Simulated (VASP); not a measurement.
Te, 4 atoms in the cell. Symmetry: P4_132, No. 213, cubic system. Conventional cell: a = 5.211 Å, b = 5.211 Å, c = 5.211 Å, α = 90.00°, β = 90.00°, γ = 90.00°. Within 4.2 Å of Te (site symmetry 32) lie 6 Te at 3.19 Å. The cell was built from a structure type or drawn by symmetry, and may not be a known phase.

| Item | Value |
| --- | --- |
| Program | VASP 6.6.1 |
| Task | single point |
| Functional | PBE |
| Potentials or basis | VASP PAW PBE potentials, release 64 (Te) |
| Cutoff | 520 eV |
| k mesh | 4 × 4 × 4 |
| Occupations | gaussian, width 0.1 eV |
| Spin | no spin polarisation |
| Dipole correction | no |
| Further INCAR settings | ALGO = Normal; EDIFF = 1e-07; NBANDS = 20 |

Potentials or basis: VASP PAW PBE potentials, release 64 (Te).

Command:

```bash
$ cat potpaw_PBE.64/Te/POTCAR > POTCAR
$ mpirun -np 1 vasp_std > vasp.out
```

Hardware: 1 thread of AMD EPYC 7R13, on a shared host.

Estimate the wall time of this run.

Wall time 32 s on 1 thread of AMD EPYC 7R13, with other jobs on the host, peak memory 0.21 GiB. Counts: scf iterations 14, k points 10.
